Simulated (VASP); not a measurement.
Write the native input for VASP 6.6.1 that does the following.

```
Task                   : single point
Functional             : PBE
Potentials or basis    : VASP PAW PBE potentials, release 64 (B, Sb, Al)
Cutoff                 : 500 eV
k mesh                 : 6 × 6 × 2
Occupations            : fermi-dirac, width 0.02 eV
Spin                   : non-collinear spin, zero start, spin-orbit coupling
Starting moments       : [[0.0, 0.0, 0.0], [0.0, 0.0, 0.0], [0.0, 0.0, 0.0], [0.0, 0.0, 0.0], [0.0, 0.0, 0.0], [0.0, 0.0, 0.0], [0.0, 0.0, 0.0], [0.0, 0.0, 0.0]] μB
Dipole correction      : no
Further INCAR settings : ALGO = Normal; EDIFF = 1e-06; NBANDS = 50
```

The structure of AlB3Sb4 lies in POSCAR:

```
AlB3Sb4
1.0
    3.8519532502      0.0000000000      0.0000000000
    0.0000000000      3.8519532502      0.0000000000
    0.0000000000      0.0000000000     11.1500641747
B Sb Al
3 4 1
Direct
    0.0000000000      0.0000000000      0.7704703112
    0.5000000000      0.5000000000      0.0000000000
    0.0000000000      0.0000000000      0.2295296888
    0.0000000000      0.5000000000      0.8850700961
    0.5000000000      0.0000000000      0.1149299039
    0.0000000000      0.5000000000      0.3449741293
    0.5000000000      0.0000000000      0.6550258707
    0.5000000000      0.5000000000      0.5000000000
```

One way to write it, as run:

INCAR

```
ALGO = Normal
EDIFF = 1E-6
ENCUT = 500
GGA = PE
GGA_COMPAT = False
ISIF = 2
ISMEAR = -1
LASPH = True
LCHARG = False
LORBIT = 11
LORBMOM = True
LREAL = False
LSORBIT = True
LWAVE = False
MAGMOM = 0 0 0 0 0 0 0 0 0 0 0 0 0 0 0 0 0 0 0 0 0 0 0 0
NBANDS = 50
NELM = 200
PREC = Accurate
SIGMA = 0.02
```

KPOINTS

```
k-points
0
Gamma
  6 6 2
```

Potentials or basis: VASP PAW PBE potentials, release 64 (B, Sb, Al).

The run is started by

```bash
$ cat potpaw_PBE.64/B/POTCAR potpaw_PBE.64/Sb/POTCAR potpaw_PBE.64/Al/POTCAR > POTCAR
$ mpirun -np 1 vasp_ncl > vasp.out
```

Results of the run:

```
Pressure                                              : 1.6 GPa
Largest force                                         : 0.114 eV/Å
Net moment                                            : 0.00 μB per cell
Valence electrons inside the program's atomic spheres : B 1.69, 1.71 (each value once); Sb 2.49, 2.56 (each value once); Al 0.83
```

Wall time 7.6 min on 1 thread of Intel Xeon 8259CL, with other jobs on the host, peak memory 0.59 GiB.
